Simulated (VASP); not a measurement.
# MgO (Pm) in VASP: single point with r2SCAN

Aim: the single point of MgO with r2SCAN.

Everything below comes from runs of VASP 6.6.1. Logs are shortened: lines on timing, memory, paths and dates and some standing lists are left out, and cuts for length are marked.

## (1) The cell of the first run

The structure is monoclinic, space group Pm (No. 6). Conventional cell: a = 3.484 Å, b = 4.186 Å, c = 3.484 Å, α = 90.00°, β = 120.00°, γ = 90.00°. Within 2.7 Å of Mg (site symmetry m) lie 5 O at 2.01 to 2.10 Å. Within 2.6 Å of Mg (site symmetry m) lie 5 O at 1.94 to 2.11 Å. O (site symmetry m) has 5 Mg at 1.94 to 2.11 Å within 2.6 Å. Within 2.7 Å of O (site symmetry m) lie 5 Mg at 2.01 to 2.09 Å.

## (2) Single point, r2SCAN (atom 3 (O) moved +0.100 Å along Cartesian [1 -1 0])

Contents of POSCAR:

```
MgO
1.0
    3.4841042127      0.0000000000      0.0000000000
   -1.7420521064      3.0173227576      0.0000000000
    0.0000000000      0.0000000000      4.1856875957
Mg O
2 2
Direct
    0.6666666667      0.3333333333      0.7500000000
    0.3333333333      0.6666666667      0.2500000000
    0.6752444380      0.3098984264      0.2500000000
    0.3333333333      0.6666666667      0.7500000000
```

Contents of INCAR.step1:

```
SYSTEM = MgO
ALGO = Normal ; EDIFF = 1E-5
ENCUT = 920 ; GGA = PE
GGA_COMPAT = .False. ; ISMEAR = 0
LASPH = .True. ; LCHARG = .False.
LREAL = .False. ; LWAVE = .True.
NBANDS = 24 ; NELM = 120
PREC = Accurate ; SIGMA = 0.05
```

Contents of INCAR.step2:

```
SYSTEM = MgO
ALGO = Normal ; EDIFF = 1E-6
ENCUT = 920 ; GGA_COMPAT = .False.
ISIF = 2 ; ISMEAR = 0
ISTART = 1 ; LASPH = .True.
LCHARG = .False. ; LMIXTAU = .True.
LREAL = .False. ; LWAVE = .False.
METAGGA = R2SCAN ; NBANDS = 24
NELM = 120 ; PREC = Accurate
SIGMA = 0.05
```

Contents of KPOINTS:

```
k-points
0
Gamma
  6 6 6
  0 0 0
```

Potentials or basis: VASP PAW PBE potentials, release 64 (Mg_sv, O).

Command:

```sh
> cat potpaw_PBE.64/Mg_sv/POTCAR potpaw_PBE.64/O/POTCAR > POTCAR
> cp INCAR.step1 INCAR
> mpirun -np 1 vasp_std > vasp.out
> cp INCAR.step2 INCAR
> mpirun -np 1 vasp_std > vasp.out
```

OUTCAR:

```text
SYSTEM = MgO
   EDIFF = 1E-6
   ENCUT = 920
   ISIF = 2
   ISMEAR = 0
   ISTART = 1
   LASPH = .True.
   LREAL = .False.
   METAGGA = R2SCAN
   NELM = 120
   PREC = Accurate

 ion  position               nearest neighbor table
   1  0.667  0.333  0.750-   4 2.01   4 2.01   4 2.01   3 2.10   3 2.10
   2  0.333  0.667  0.250-   3 1.94   3 1.99   4 2.09   4 2.09   3 2.11
   3  0.675  0.310  0.250-   2 1.94   2 1.99   1 2.10   1 2.10   2 2.11
   4  0.333  0.667  0.750-   1 2.01   1 2.01   1 2.01   2 2.09   2 2.09

  LATTYP: Found a hexagonal cell.
 ALAT       =     3.4841042127
 C/A-ratio  =     1.2013669340

  Lattice vectors:

 A1 = (   3.4841042127,   0.0000000000,   0.0000000000)
 A2 = (  -1.7420521064,   3.0173227576,   0.0000000000)
 A3 = (   0.0000000000,   0.0000000000,   4.1856875957)

Analysis of symmetry for initial positions (statically):
=====================================================================
 Subroutine PRICEL returns:
 Original cell was already a primitive cell.

 Routine SETGRP: Setting up the symmetry group for a
 hexagonal supercell.

 Subroutine GETGRP returns: Found  2 space group operations
 (whereof  1 operations were pure point group operations)
 out of a pool of 24 trial point group operations.

The static configuration has the point symmetry C_1 .
 The point group associated with its full space group is C_1h.

Analysis of symmetry for dynamics (positions and initial velocities):
=====================================================================
 Subroutine PRICEL returns:
 Original cell was already a primitive cell.

 Routine SETGRP: Setting up the symmetry group for a
 hexagonal supercell.

 Subroutine GETGRP returns: Found  2 space group operations
 (whereof  1 operations were pure point group operations)
 out of a pool of 24 trial point group operations.

The dynamic configuration has the point symmetry C_1 .
 The point group associated with its full space group is C_1h.

 Subroutine INISYM returns: Found  2 space group operations
 (whereof  1 operations are pure point group operations),
 and found     1 'primitive' translations

----------------------------------------------------------------------------------------

                                     Primitive cell

  volume of cell :      44.0027

  direct lattice vectors                    reciprocal lattice vectors
     3.484104213  0.000000000  0.000000000     0.287017821  0.165709816  0.000000000
    -1.742052106  3.017322758  0.000000000     0.000000000  0.331419633  0.000000000
     0.000000000  0.000000000  4.185687596     0.000000000  0.000000000  0.238909373

  length of vectors
     3.484104213  3.484104213  4.185687596     0.331419633  0.331419633  0.238909373

  position of ions in fractional coordinates (direct lattice)
     0.666666667  0.333333333  0.750000000
     0.333333333  0.666666667  0.250000000
     0.675244438  0.309898426  0.250000000
     0.333333333  0.666666667  0.750000000

  ion indices of the primitive-cell ions
   primitive index   ion index
                 1           1
                 2           2
                 3           3
                 4           4

----------------------------------------------------------------------------------------

 KPOINTS: k-points

Automatic generation of k-mesh.
 Grid dimensions read from file:
 generate k-points for:    6    6    6

 Generating k-lattice:

  Cartesian coordinates                     Fractional coordinates (reciprocal lattice)
     0.047836304  0.027618303  0.000000000     0.166666667  0.000000000  0.000000000
     0.000000000  0.055236605  0.000000000     0.000000000  0.166666667  0.000000000
     0.000000000  0.000000000  0.039818229     0.000000000  0.000000000  0.166666667

  Length of vectors
     0.055236605  0.055236605  0.039818229

  Shift w.r.t. Gamma in fractional coordinates (k-lattice)
     0.000000000  0.000000000  0.000000000

 Subroutine IBZKPT returns following result:
 ===========================================

 Found     80 irreducible k-points:

 Following reciprocal coordinates:
            Coordinates               Weight
  0.000000  0.000000  0.000000      1.000000
  0.166667  0.000000  0.000000      2.000000
  0.000000  0.166667  0.000000      2.000000
 -0.166667  0.166667  0.000000      2.000000
  0.333333  0.000000  0.000000      2.000000
  0.000000  0.333333  0.000000      2.000000
[... 16 lines left out ...]
  0.000000  0.166667  0.166667      4.000000
 -0.166667  0.166667  0.166667      4.000000
 [... further k-points ...]
   k-points           NKPTS =     80   k-points in BZ     NKDIM =     80   number of bands    NBANDS=     24
   number of dos      NEDOS =    301   number of ions     NIONS =      4
   total plane-waves  NPLWV =  54432
   dimension x,y,z NGX =    36 NGY =   36 NGZ =   42
   dimension x,y,z NGXF=    72 NGYF=   72 NGZF=   84
   ions per type =               2   2
   NGX,Y,Z   is equivalent  to a cutoff of  17.18, 17.18, 16.68 a.u.
   NGXF,Y,Z  is equivalent  to a cutoff of  34.36, 34.36, 33.36 a.u.
 SYSTEM =  MgO
   PREC   = accura    normal or accurate (medium, high low for compatibility)
   ISTART =      1    job   : 0-new  1-cont  2-samecut
   ICHARG =      0    charge: 1-file 2-atom 10-const
   ISPIN  =      1    spin polarized calculation?
   LNONCOLLINEAR =      F non collinear calculations
   LSORBIT =      F    spin-orbit coupling
   LASPH  =      T    aspherical Exc in radial PAW
   ENCUT  =  920.0 eV  67.62 Ry    8.22 a.u.   8.62  8.62 10.35*2*pi/ulx,y,z
   NELM   =    120;   NELMIN=  2; NELMDL=  0     # of ELM steps
   EDIFF  = 0.1E-05   stopping-criterion for ELM
   LREAL  =      F    real-space projection
   EDIFFG = 0.1E-04   stopping-criterion for IOM
   NSW    =      0    number of steps for IOM
   IBRION =     -1    ionic relax: 0-MD 1-quasi-New 2-CG
   NFREE  =      0    steps in history (QN), initial steepest desc. (CG)
   ISIF   =      2    stress and relaxation
   ISYM   =      2    0-nonsym 1-usesym 2-fastsym
   POTIM  = 0.5000    time-step for ionic-motion
   TEBEG  =    0.0;   TEEND  =   0.0 temperature during run
   PSTRESS=    0.0 pullay stress
   NELECT =      32.0000    total number of electrons
   NUPDOWN=      -1.0000    fix difference up-down
   EMIN   =  10.00;   EMAX   =-10.00  energy-range for DOS
   EFERMI =   0.00;   METHOD = LEGACY
   ISMEAR =     0;   SIGMA  =   0.05  broadening in eV -4-tet -1-fermi 0-gaus
   EFERMI_NEDOS =   21; number of points for ismear=-14 and -15
   IALGO  =     38    algorithm
   IMIX   =      4    mixing-type and parameters
     AMIX     =   0.40;   BMIX     =  1.00
     AMIX_MAG =   1.60;   BMIX_MAG =  1.00
  volume/ion in A,a.u.               =      11.00        74.24
  Fermi-wavevector in a.u.,A,eV,Ry     =   1.472194  2.782042 29.488640  2.167354
  Thomas-Fermi vector in A             =   2.587238
   LORBIT       =      0    0 simple, 1 ext, 2 COOP (PROOUT), +10 PAW based schemes
   METAGGA = R2SCAN    functional components
   LHFCALC =     F    Hartree Fock is set to
   AEXX    =    0.0000 exact exchange contribution
   IVDW    =     0    specifies the selected vdW correction
   LEPSILON=     F    determine dielectric tensor
   LRPA    =     F    only Hartree local field effects (RPA)
 non-spin polarized calculation
 Gauss-broadening in eV      SIGMA  =   0.05
  energy-cutoff  :      920.00
  volume of cell :       44.00
 maximum number of plane-waves:      2811
 NGX is ok and might be reduce to    36
   NGX = 17   NGY = 17   NGZ = 21

 number of electron      31.9999995 magnetization

 Free energy of the ion-electron system (eV)
  ---------------------------------------------------
  ext. energy  EPLUGINS =         0.00000000
  ---------------------------------------------------
  free energy    TOTEN  =       -32.00481742 eV

  energy without entropy =      -32.00481742  energy(sigma->0) =      -32.00481742

 E-fermi :   1.6613     XC(G=0): -10.9372

 val. band max:        1.3728313191   @ k =   0.0000   0.0000   0.0000
 cond. band min:       5.4505418210   @ k =   0.0000   0.0000   0.0000
 fundamental gap:      4.0777105019
 Fermi energy:         1.6613094807

 k-point     1 :       0.0000    0.0000    0.0000
  band No.  band energies     occupation
      1     -73.5472      2.00000
      2     -73.5245      2.00000
      3     -38.6932      2.00000
      4     -38.6804      2.00000
      5     -38.6741      2.00000
      6     -38.6544      2.00000
[... 16 lines left out ...]
     23      18.0486      0.00000
     24      18.2374      0.00000

 k-point     2 :       0.1667    0.0000    0.0000
  band No.  band energies     occupation
      1     -73.5468      2.00000
      2     -73.5248      2.00000
      3     -38.6887      2.00000
      4     -38.6833      2.00000
      5     -38.6768      2.00000
      6     -38.6563      2.00000
[... 16 lines left out ...]
     23      17.1874      0.00000
     24      17.3367      0.00000

 k-point     3 :       0.0000    0.1667    0.0000
  band No.  band energies     occupation
      1     -73.5468      2.00000
      2     -73.5248      2.00000
      3     -38.6887      2.00000
      4     -38.6831      2.00000
      5     -38.6773      2.00000
      6     -38.6553      2.00000
[... 16 lines left out ...]
     23      17.1874      0.00000
     24      17.3576      0.00000
[... 514 lines left out ...]
 k-point    23 :       0.0000    0.1667    0.1667
  band No.  band energies     occupation
      1     -73.5465      2.00000
      2     -73.5251      2.00000
      3     -38.6902      2.00000
      4     -38.6800      2.00000
      5     -38.6739      2.00000
      6     -38.6574      2.00000
[... 16 lines left out ...]
     23      16.9810      0.00000
     24      17.9548      0.00000

 k-point    24 :      -0.1667    0.1667    0.1667
  band No.  band energies     occupation
      1     -73.5465      2.00000
      2     -73.5251      2.00000
      3     -38.6923      2.00000
      4     -38.6755      2.00000
      5     -38.6745      2.00000
      6     -38.6630      2.00000
[... 16 lines left out ...]
     23      17.0067      0.00000
     24      17.8404      0.00000

 [... further k-points ...]

------------------------ aborting loop because EDIFF is reached ----------------------------------------

  FORCE on cell =-STRESS in cart. coord.  units (eV):
  Direction    XX          YY          ZZ          XY          YZ          ZX
  --------------------------------------------------------------------------------------
  -------------------------------------------------------------------------------------
  Total       -0.3509043      1.0025313      0.1478106      0.6106920      0.0000000      0.0000000
  in kB      -12.7767260     36.5030191      5.3819104     22.2358171      0.0000000      0.0000000
  external PRESSURE =       9.7027345 kB  Pullay stress =       0.0000000 kB

 VOLUME and BASIS-vectors are now :
 -----------------------------------------------------------------------------
  energy-cutoff  :      920.00
  volume of cell :       44.00
      direct lattice vectors                 reciprocal lattice vectors
     3.484104213  0.000000000  0.000000000     0.287017821  0.165709816  0.000000000
    -1.742052106  3.017322758  0.000000000     0.000000000  0.331419633  0.000000000
     0.000000000  0.000000000  4.185687596     0.000000000  0.000000000  0.238909373

 POSITION                                       TOTAL-FORCE (eV/Angst)
 -----------------------------------------------------------------------------------
      1.74205      1.00577      3.13927         0.124243     -0.124020      0.000000
     -0.00000      2.01155      1.04642         0.395864     -0.554761      0.000000
      1.81276      0.93506      1.04642        -0.636348      0.811959      0.000000
     -0.00000      2.01155      3.13927         0.116241     -0.133178      0.000000
 -----------------------------------------------------------------------------------
    total drift:                                0.016262     -0.012768     -0.000000

  FREE ENERGIE OF THE ION-ELECTRON SYSTEM (eV)
  ---------------------------------------------------
  free  energy   TOTEN  =       -32.0048174231 eV

  energy  without entropy=      -32.0048174231  energy(sigma->0) =      -32.00481742
```

Wall time 18 min (1 thread of AMD EPYC 7R43 (Zen 3), shared host); peak memory 0.3 GiB.

What came out:

```
Free energy            : -32.0048 eV
Pressure               : 1.0 GPa
Largest force          : 1.032 eV/Å
Band gap on the k mesh : 4.08 eV
```

Forces in eV/Å, atoms in the order of the input:
```
Mg   0.124 -0.124  0.000
Mg   0.396 -0.555  0.000
O   -0.636  0.812  0.000
O    0.116 -0.133  0.000
```

Caveat: the cell differs from its parent crystal (atom 3 (O) moved +0.100 Å along Cartesian [1 -1 0]); the PAW data sets were made with another functional, which shifts forces and pressure a little.
